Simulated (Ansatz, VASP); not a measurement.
## Cu in VASP and in Ansatz

File INCAR:

```
ALGO = Normal
EDIFF = 1E-7
ENCUT = 520
GGA = PE
ISIF = 2
ISMEAR = -1
LASPH = True
LCHARG = False
LREAL = False
LWAVE = False
NBANDS = 18
NELM = 60
PREC = Accurate
SIGMA = 0.05
```

File KPOINTS:

```
k-points
0
Gamma
  19 19 10
```

POSCAR

```
Cu
1.0
    2.2750943414      0.0000000000      0.0000000000
   -1.1375471706      1.9702894956      0.0000000000
    0.0000000000      0.0000000000      3.7372139516
Cu
2
Direct
    0.3333333333      0.6666666667      0.2500000000
    0.6666666667      0.3333333333      0.7500000000
```

Input for Ansatz:

```yaml
crystal:
  lattice:
    - [2.2750943414, 0.0, 0.0]
    - [-1.1375471706, 1.9702894956, 0.0]
    - [0.0, 0.0, 3.7372139516]
  atoms:
    - { symbol: Cu, position: [0.3333333333, 0.6666666667, 0.25] }
    - { symbol: Cu, position: [0.6666666667, 0.3333333333, 0.75] }
kpoints:
  mp_grid: { grid: [19, 19, 10] }
scf:
  occupations: { method: fermi_dirac, width: 0.05 }
hamiltonian:
  xc: pbe
  pseudopotentials: { kind: all_electron, lapw: { basis_error: 0.001 } }
output:
  forces: true
  stress: true
  eigenvalues: true
  populations: true
```

Change from the starting cell: volume scaled by 0.7, LAPW.

Alike in both runs: task single point; functional PBE; k mesh 19 × 19 × 10; occupations fermi-dirac, width 0.05 eV; no spin polarisation.

|  | VASP | Ansatz |
| --- | --- | --- |
| version | VASP 6.6.1 | Ansatz 0.2.0 |
| potentials or method | VASP PAW PBE potentials, release 64 (Cu), cutoff 520 eV | all-electron LAPW, scalar-relativistic |

```tsv
	VASP	Ansatz	Ansatz less VASP
pressure (GPa)	122.2	121.7	-0.56
```

Both programs put the cell under a high pressure, so it lies far from rest at this level. Ansatz ran all-electron here, and VASP with PAW potentials.

Noted on VASP's run: the cell as given lies far from equilibrium.
